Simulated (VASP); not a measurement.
# Si2Mo (Fd-3m) in VASP: further runs, part 2 of 3

VASP 6.6.1.

## (3) Relaxation of cell and atoms, PBE

INCAR

```
SYSTEM = Si2Mo
ALGO     = Normal         ! electronic algorithm
EDIFF    = 1E-6           ! SCF threshold, eV
EDIFFG   = -0.04          ! ionic threshold
ENCUT    = 600            ! plane-wave cutoff, eV
GGA      = PE             ! functional
IBRION   = 2              ! ionic algorithm
ISIF     = 3              ! what is computed and relaxed
ISMEAR   = 0              ! smearing method
LASPH    = .True.         ! aspherical terms in the spheres
LCHARG   = .False.        ! write CHGCAR
LREAL    = .False.        ! projectors in reciprocal space
LWAVE    = .False.        ! write WAVECAR
NELM     = 80             ! most SCF steps
NSW      = 90             ! ionic steps
PREC     = Accurate       ! precision mode
SIGMA    = 0.1            ! smearing width, eV
```

KPOINTS

```
k-points
0
Gamma
  4 4 4
  0 0 0
```

POSCAR

```
Si2Mo
1.0
    0.0000000000      3.5935038102      3.5935038102
    3.5935038102      0.0000000000      3.5935038102
    3.5935038102      3.5935038102      0.0000000000
Si Mo
4 2
Direct
    0.6250000000      0.6250000000      0.6250000000
    0.1250000000      0.6250000000      0.6250000000
    0.6250000000      0.6250000000      0.1250000000
    0.6250000000      0.1250000000      0.6250000000
    0.5000000000      0.5000000000      0.5000000000
    0.7500000000      0.7500000000      0.7500000000
```

Potentials or basis: VASP PAW PBE potentials, release 64 (Si, Mo_sv).

Run with:

```
> cat potpaw_PBE.64/Si/POTCAR potpaw_PBE.64/Mo_sv/POTCAR > POTCAR
> mpirun -np 1 vasp_std > vasp.out
```

OUTCAR:

```text
SYSTEM = Si2Mo
   EDIFF = 1E-6
   EDIFFG = -0.04
   ENCUT = 600
   GGA = PE
   IBRION = 2
   ISIF = 3
   ISMEAR = 0
   LASPH = .True.
   LREAL = .False.
   NELM = 80
   NSW = 90
   PREC = Accurate

 ion  position               nearest neighbor table
   1  0.625  0.625  0.625-   5 1.56   6 1.56   4 2.54   2 2.54   3 2.54   3 2.54   4 2.54   2 2.54

   2  0.125  0.625  0.625-   5 1.56   6 1.56   1 2.54   3 2.54   4 2.54   1 2.54   3 2.54   4 2.54

   3  0.625  0.625  0.125-   5 1.56   6 1.56   1 2.54   1 2.54   2 2.54   4 2.54   4 2.54   2 2.54
[... 5 lines left out ...]
   6  0.750  0.750  0.750-   1 1.56   2 1.56   3 1.56   4 1.56   5 3.11   5 3.11   5 3.11   5 3.11

 -----------------------------------------------------------------------------
|                                                                             |
|           W    W    AA    RRRRR   N    N  II  N    N   GGGG   !!!           |
|           W    W   A  A   R    R  NN   N  II  NN   N  G    G  !!!           |
|           W    W  A    A  R    R  N N  N  II  N N  N  G       !!!           |
|           W WW W  AAAAAA  RRRRR   N  N N  II  N  N N  G  GGG   !            |
|           WW  WW  A    A  R   R   N   NN  II  N   NN  G    G                |
|           W    W  A    A  R    R  N    N  II  N    N   GGGG   !!!           |
|                                                                             |
|     The distance between some ions is very small. Please check the          |
|     nearest-neighbor list in the OUTCAR file.                               |
|     I HOPE YOU KNOW WHAT YOU ARE DOING!                                     |
|                                                                             |
 -----------------------------------------------------------------------------

  LATTYP: Found a face centered cubic cell.
 ALAT       =     7.1870076204

  Lattice vectors:

 A1 = (   0.0000000000,   3.5935038102,   3.5935038102)
 A2 = (   3.5935038102,   0.0000000000,   3.5935038102)
 A3 = (   3.5935038102,   3.5935038102,   0.0000000000)

Analysis of symmetry for initial positions (statically):
=====================================================================
 Subroutine PRICEL returns:
 Original cell was already a primitive cell.

 Routine SETGRP: Setting up the symmetry group for a
 face centered cubic supercell.

 Subroutine GETGRP returns: Found 48 space group operations
[... 142 lines left out ...]
 non-spin polarized calculation
 Gauss-broadening in eV      SIGMA  =   0.10
  energy-cutoff  :      600.00
  volume of cell :       92.81
 maximum number of plane-waves:      3138
 NGX is ok and might be reduce to    42
   NGX = 21   NGY = 21   NGZ = 21

--------------------------------------- Ionic step        1  -------------------------------------------

 number of electron      43.9999998 magnetization

 Free energy of the ion-electron system (eV)
  ---------------------------------------------------
  ext. energy  EPLUGINS =         0.00000000
  ---------------------------------------------------
  free energy    TOTEN  =        43.91467482 eV

  energy without entropy =       43.91467482  energy(sigma->0) =       43.91467482

 E-fermi :   8.8840     XC(G=0): -10.0751

 val. band max:        8.3160043886   @ k =   0.0000   0.0000   0.0000
 cond. band min:      10.9905303293   @ k =   0.5000   0.0000   0.0000
 fundamental gap:      2.6745259407
 Fermi energy:         8.8840349006

 k-point     1 :       0.0000    0.0000    0.0000
  band No.  band energies     occupation
      1     -53.0485      2.00000
      2     -52.6491      2.00000
      3     -28.5247      2.00000
      4     -28.5247      2.00000
      5     -28.5247      2.00000
      6     -27.8588      2.00000
[... 260 lines left out ...]
--------------------------------------- Ionic step        2  -------------------------------------------

 number of electron      44.0000151 magnetization

------------------------ aborting loop EDIFF was not reached (unconverged)  ----------------------------

  FORCE on cell =-STRESS in cart. coord.  units (eV):
  Direction    XX          YY          ZZ          XY          YZ          ZX
  --------------------------------------------------------------------------------------
  -------------------------------------------------------------------------------------
  Total     -450.5552758   -450.5552758   -450.5552758      0.0000000      0.0000000      0.0000000
  in kB     -564.1957042   -564.1957042   -564.1957042      0.0000000      0.0000000      0.0000000
  external PRESSURE =    -564.1957042 kB  Pullay stress =       0.0000000 kB
[... 147 lines left out ...]
--------------------------------------- Ionic step        6  -------------------------------------------

 number of electron      43.9999984 magnetization

 Free energy of the ion-electron system (eV)
  ---------------------------------------------------
  ext. energy  EPLUGINS =         0.00000000
  ---------------------------------------------------
  free energy    TOTEN  =       -34.71332760 eV

  energy without entropy =      -34.68227678  energy(sigma->0) =      -34.69780219

 E-fermi :  -0.7449     XC(G=0):  -5.6541

 val. band max:       -0.8371855888   @ k =   0.0000   0.0000   0.0000
 cond. band min:      -0.7385903908   @ k =  -0.2500   0.2500   0.0000
 fundamental gap:      0.0985951980
 Fermi energy:        -0.7448725525

 k-point     1 :       0.0000    0.0000    0.0000
  band No.  band energies     occupation
      1     -60.5590      2.00000
      2     -60.5585      2.00000
      3     -34.7788      2.00000
      4     -34.7788      2.00000
      5     -34.7788      2.00000
      6     -34.7724      2.00000
[... 254 lines left out ...]
  FREE ENERGIE OF THE ION-ELECTRON SYSTEM (eV)
  ---------------------------------------------------
  free  energy   TOTEN  =       -34.7133275984 eV

  energy  without entropy=      -34.6822767770  energy(sigma->0) =      -34.69780219

 reached required accuracy - stopping structural energy minimisation
```

CONTCAR:

```text
Si2Mo
   1.00000000000000
     0.0000000000000000    5.4056769669267215    5.4056769669267215
     5.4056769669267215   -0.0000000000000000    5.4056769669267215
     5.4056769669267215    5.4056769669267215    0.0000000000000000
  Si              Mo
     4     2
Direct
     0.6250000000000000    0.6250000000000000    0.6250000000000000
     0.1250000000000000    0.6250000000000000    0.6250000000000000
     0.6250000000000000    0.6250000000000000    0.1250000000000000
     0.6250000000000000    0.1250000000000000    0.6250000000000000
     0.5000000000000000    0.5000000000000000    0.5000000000000000
     0.7500000000000000    0.7500000000000000    0.7500000000000000

  0.00000000E+00  0.00000000E+00  0.00000000E+00
  0.00000000E+00  0.00000000E+00  0.00000000E+00
  0.00000000E+00  0.00000000E+00  0.00000000E+00
  0.00000000E+00  0.00000000E+00  0.00000000E+00
  0.00000000E+00  0.00000000E+00  0.00000000E+00
  0.00000000E+00  0.00000000E+00  0.00000000E+00
```

Wall time 14 min (1 thread of Intel Xeon 8259CL, shared host); peak memory 0.27 GiB.

What came out:

```
Free energy                           : -34.7133 eV
Relaxed volume                        : 52.65 Å³/atom
Relaxed cell                          : a = 7.645 Å, b = 7.645 Å, c = 7.645 Å, α = 60.00°, β = 60.00°, γ = 60.00°
Space group after relaxing (to 0.1 Å) : Fd-3m (No. 227)
Pressure after relaxing               : 0.0 GPa
Band gap on the k mesh                : zero (bands 22 and 23 overlap by 0.42 eV)
```

Final structure:
```yaml
crystal:
  lattice:
    - [0.00000, 5.40568, 5.40568]
    - [5.40568, 0.00000, 5.40568]
    - [5.40568, 5.40568, 0.00000]
  atoms:
    - { symbol: Si, position: [0.62500, 0.62500, 0.62500] }
    - { symbol: Si, position: [0.12500, 0.62500, 0.62500] }
    - { symbol: Si, position: [0.62500, 0.62500, 0.12500] }
    - { symbol: Si, position: [0.62500, 0.12500, 0.62500] }
    - { symbol: Mo, position: [0.50000, 0.50000, 0.50000] }
    - { symbol: Mo, position: [0.75000, 0.75000, 0.75000] }
```

Levels at points of the mesh, in eV from the Fermi level:
```tsv
k point	band 20	band 21	band 22	band 23	band 24	band 25
(0.00, 0.00, 0.00)	-0.39	-0.39	-0.09	-0.09	0.69	0.69
(0.50, 0.00, 0.00)	-1.04	-1.04	0.33	0.33	0.34	0.34
(0.50, 0.50, 0.00)	-1.12	-0.88	-0.88	0.78	0.78	1.00
```

Caveat: the k points lie up to 0.25 Å⁻¹ apart in the final cell; the volume moved by over 15 % at a fixed basis, so the end points are rough.

## (4) Single point, PBE

This run uses another cell than the first one, of 52.33 Å³/atom.

INCAR

```
SYSTEM = Si2Mo
ALGO     = Normal         ! electronic algorithm
EDIFF    = 1E-6           ! SCF threshold, eV
ENCUT    = 520            ! plane-wave cutoff, eV
GGA      = PE             ! functional
ISIF     = 2              ! what is computed and relaxed
ISMEAR   = 0              ! smearing method
LASPH    = .TRUE.         ! aspherical terms in the spheres
LCHARG   = .FALSE.        ! write CHGCAR
LREAL    = .FALSE.        ! projectors in reciprocal space
LWAVE    = .FALSE.        ! write WAVECAR
NBANDS   = 31             ! bands
NELM     = 80             ! most SCF steps
PREC     = Accurate       ! precision mode
SIGMA    = 0.1            ! smearing width, eV
```

KPOINTS

```
k-points
0
G
  4 4 4
  0 0 0
```

Changes to POSCAR since step 3:

```diff
@@ -2,5 +2,5 @@
 1.0
-    0.0000000000      3.5935038102      3.5935038102
-    3.5935038102      0.0000000000      3.5935038102
-    3.5935038102      3.5935038102      0.0000000000
+    0.0000000000      5.3945823782      5.3945823782
+    5.3945823782      0.0000000000      5.3945823782
+    5.3945823782      5.3945823782      0.0000000000
 Si Mo
```

Potentials or basis: VASP PAW PBE potentials, release 64 (Si, Mo_sv).

Run with:

```
> cat potpaw_PBE.64/Si/POTCAR potpaw_PBE.64/Mo_sv/POTCAR > POTCAR
> mpirun -np 1 vasp_std > vasp.out
```

OUTCAR:

```text
SYSTEM = Si2Mo
   EDIFF = 1E-6
   ENCUT = 520
   GGA = PE
   ISIF = 2
   ISMEAR = 0
   LASPH = .TRUE.
   LREAL = .FALSE.
   NELM = 80
   PREC = Accurate

 ion  position               nearest neighbor table
   1  0.625  0.625  0.625-   5 2.34   6 2.34
   2  0.125  0.625  0.625-   5 2.34   6 2.34
   3  0.625  0.625  0.125-   5 2.34   6 2.34
   4  0.625  0.125  0.625-   5 2.34   6 2.34
   5  0.500  0.500  0.500-   1 2.34   2 2.34   3 2.34   4 2.34
   6  0.750  0.750  0.750-   1 2.34   2 2.34   3 2.34   4 2.34

  LATTYP: Found a face centered cubic cell.
 ALAT       =    10.7891647564

  Lattice vectors:

 A1 = (   0.0000000000,   5.3945823782,   5.3945823782)
 A2 = (   5.3945823782,   0.0000000000,   5.3945823782)
 A3 = (   5.3945823782,   5.3945823782,   0.0000000000)

Analysis of symmetry for initial positions (statically):
=====================================================================
 Subroutine PRICEL returns:
 Original cell was already a primitive cell.

 Routine SETGRP: Setting up the symmetry group for a
 face centered cubic supercell.

 Subroutine GETGRP returns: Found 48 space group operations
 (whereof 24 operations were pure point group operations)
 out of a pool of 48 trial point group operations.

The static configuration has the point symmetry T_d .
 The point group associated with its full space group is O_h .

Analysis of symmetry for dynamics (positions and initial velocities):
=====================================================================
 Subroutine PRICEL returns:
 Original cell was already a primitive cell.

 Routine SETGRP: Setting up the symmetry group for a
 face centered cubic supercell.

 Subroutine GETGRP returns: Found 48 space group operations
 (whereof 24 operations were pure point group operations)
 out of a pool of 48 trial point group operations.

The dynamic configuration has the point symmetry T_d .
 The point group associated with its full space group is O_h .

 Subroutine INISYM returns: Found 48 space group operations
 (whereof 24 operations are pure point group operations),
 and found     1 'primitive' translations

----------------------------------------------------------------------------------------

                                     Primitive cell

  volume of cell :     313.9811

  direct lattice vectors                    reciprocal lattice vectors
     0.000000000  5.394582378  5.394582378    -0.092685581  0.092685581  0.092685581
     5.394582378  0.000000000  5.394582378     0.092685581 -0.092685581  0.092685581
     5.394582378  5.394582378  0.000000000     0.092685581  0.092685581 -0.092685581

  length of vectors
     7.629091563  7.629091563  7.629091563     0.160536135  0.160536135  0.160536135

  position of ions in fractional coordinates (direct lattice)
     0.625000000  0.625000000  0.625000000
     0.125000000  0.625000000  0.625000000
     0.625000000  0.625000000  0.125000000
     0.625000000  0.125000000  0.625000000
     0.500000000  0.500000000  0.500000000
     0.750000000  0.750000000  0.750000000

  ion indices of the primitive-cell ions
   primitive index   ion index
                 1           1
                 2           2
[... 30 lines left out ...]

 Following reciprocal coordinates:
            Coordinates               Weight
  0.000000  0.000000  0.000000      1.000000
  0.250000  0.000000  0.000000      8.000000
  0.500000  0.000000  0.000000      4.000000
  0.250000  0.250000  0.000000      6.000000
  0.500000  0.250000  0.000000     24.000000
 -0.250000  0.250000  0.000000     12.000000
  0.500000  0.500000  0.000000      3.000000
 -0.250000  0.500000  0.250000      6.000000
   k-points           NKPTS =      8   k-points in BZ     NKDIM =      8   number of bands    NBANDS=     31
   number of dos      NEDOS =    301   number of ions     NIONS =      6
   total plane-waves  NPLWV = 216000
   dimension x,y,z NGX =    60 NGY =   60 NGZ =   60
   dimension x,y,z NGXF=   120 NGYF=  120 NGZF=  120
   ions per type =               4   2
   NGX,Y,Z   is equivalent  to a cutoff of  13.07, 13.07, 13.07 a.u.
   NGXF,Y,Z  is equivalent  to a cutoff of  26.15, 26.15, 26.15 a.u.
 SYSTEM =  Si2Mo
   PREC   = accura    normal or accurate (medium, high low for compatibility)
   ISTART =      0    job   : 0-new  1-cont  2-samecut
   ICHARG =      2    charge: 1-file 2-atom 10-const
   ISPIN  =      1    spin polarized calculation?
   LNONCOLLINEAR =      F non collinear calculations
   LSORBIT =      F    spin-orbit coupling
   LASPH  =      T    aspherical Exc in radial PAW
   ENCUT  =  520.0 eV  38.22 Ry    6.18 a.u.  14.19 14.19 14.19*2*pi/ulx,y,z
   NELM   =     80;   NELMIN=  2; NELMDL= -5     # of ELM steps
   EDIFF  = 0.1E-05   stopping-criterion for ELM
   LREAL  =      F    real-space projection
   EDIFFG = 0.1E-04   stopping-criterion for IOM
   NSW    =      0    number of steps for IOM
   IBRION =     -1    ionic relax: 0-MD 1-quasi-New 2-CG
   NFREE  =      0    steps in history (QN), initial steepest desc. (CG)
   ISIF   =      2    stress and relaxation
   ISYM   =      2    0-nonsym 1-usesym 2-fastsym
   POTIM  = 0.5000    time-step for ionic-motion
   TEBEG  =    0.0;   TEEND  =   0.0 temperature during run
   PSTRESS=    0.0 pullay stress
   NELECT =      44.0000    total number of electrons
   NUPDOWN=      -1.0000    fix difference up-down
   EMIN   =  10.00;   EMAX   =-10.00  energy-range for DOS
   EFERMI =   0.00;   METHOD = LEGACY
   ISMEAR =     0;   SIGMA  =   0.10  broadening in eV -4-tet -1-fermi 0-gaus
   EFERMI_NEDOS =   21; number of points for ismear=-14 and -15
   IALGO  =     38    algorithm
   IMIX   =      4    mixing-type and parameters
     AMIX     =   0.40;   BMIX     =  1.00
     AMIX_MAG =   1.60;   BMIX_MAG =  1.00
  volume/ion in A,a.u.               =      52.33       353.14
  Fermi-wavevector in a.u.,A,eV,Ry     =   0.850337  1.606904  9.838012  0.723074
  Thomas-Fermi vector in A             =   1.966299
   LORBIT       =      0    0 simple, 1 ext, 2 COOP (PROOUT), +10 PAW based schemes
   GGA     = PE    functional components
   LHFCALC =     F    Hartree Fock is set to
   AEXX    =    0.0000 exact exchange contribution
   IVDW    =     0    specifies the selected vdW correction
   LEPSILON=     F    determine dielectric tensor
   LRPA    =     F    only Hartree local field effects (RPA)
 non-spin polarized calculation
 Gauss-broadening in eV      SIGMA  =   0.10
  energy-cutoff  :      520.00
  volume of cell :      313.98
 maximum number of plane-waves:      8480
 NGX is ok and might be reduce to    60
   NGX = 29   NGY = 29   NGZ = 29

 number of electron      43.9999996 magnetization

 Free energy of the ion-electron system (eV)
  ---------------------------------------------------
  ext. energy  EPLUGINS =         0.00000000
  ---------------------------------------------------
  free energy    TOTEN  =       -34.91683813 eV

  energy without entropy =      -34.88612749  energy(sigma->0) =      -34.90148281

 E-fermi :  -0.7255     XC(G=0):  -5.6704

 val. band max:       -0.8207980363   @ k =   0.0000   0.0000   0.0000
 cond. band min:      -0.7208867564   @ k =  -0.2500   0.2500   0.0000
 fundamental gap:      0.0999112798
 Fermi energy:        -0.7255095816

 k-point     1 :       0.0000    0.0000    0.0000
  band No.  band energies     occupation
      1     -60.5523      2.00000
      2     -60.5515      2.00000
      3     -34.7510      2.00000
      4     -34.7510      2.00000
      5     -34.7510      2.00000
      6     -34.7446      2.00000
[... 261 lines left out ...]
     30       2.7417      0.00000
     31       3.3196      0.00000

------------------------ aborting loop because EDIFF is reached ----------------------------------------

  FORCE on cell =-STRESS in cart. coord.  units (eV):
  Direction    XX          YY          ZZ          XY          YZ          ZX
  --------------------------------------------------------------------------------------
  -------------------------------------------------------------------------------------
  Total        0.6819258      0.6819258      0.6819258      0.0000000      0.0000000     -0.0000000
  in kB        3.4797195      3.4797195      3.4797195      0.0000000      0.0000000     -0.0000000
  external PRESSURE =       3.4797195 kB  Pullay stress =       0.0000000 kB

 VOLUME and BASIS-vectors are now :
 -----------------------------------------------------------------------------
  energy-cutoff  :      520.00
  volume of cell :      313.98
      direct lattice vectors                 reciprocal lattice vectors
     0.000000000  5.394582378  5.394582378    -0.092685581  0.092685581  0.092685581
     5.394582378  0.000000000  5.394582378     0.092685581 -0.092685581  0.092685581
     5.394582378  5.394582378  0.000000000     0.092685581  0.092685581 -0.092685581

 POSITION                                       TOTAL-FORCE (eV/Angst)
 -----------------------------------------------------------------------------------
      6.74323      6.74323      6.74323         0.000000      0.000000     -0.000000
      6.74323      4.04594      4.04594         0.000000      0.000000     -0.000000
      4.04594      4.04594      6.74323         0.000000      0.000000     -0.000000
      4.04594      6.74323      4.04594         0.000000      0.000000     -0.000000
      5.39458      5.39458      5.39458         0.000000      0.000000      0.000000
      8.09187      8.09187      8.09187        -0.000000     -0.000000     -0.000000
 -----------------------------------------------------------------------------------
    total drift:                               -0.000000      0.000000      0.000000

  FREE ENERGIE OF THE ION-ELECTRON SYSTEM (eV)
  ---------------------------------------------------
  free  energy   TOTEN  =       -34.9168381279 eV

  energy  without entropy=      -34.8861274948  energy(sigma->0) =      -34.90148281
```

Run time: 4.1 min. Hardware: 1 thread of Intel Xeon 8259CL, shared host; peak memory 0.51 GiB.

Results:

| Property | Result |
| --- | --- |
| Free energy | -34.9168 eV |
| Pressure | 0.3 GPa |
| Band gap on the k mesh | zero (bands 22 and 23 overlap by 0.43 eV) |

[end of part 2 of 3]

The gap in the log of VASP goes by the Fermi energy; the results here count the filled bands.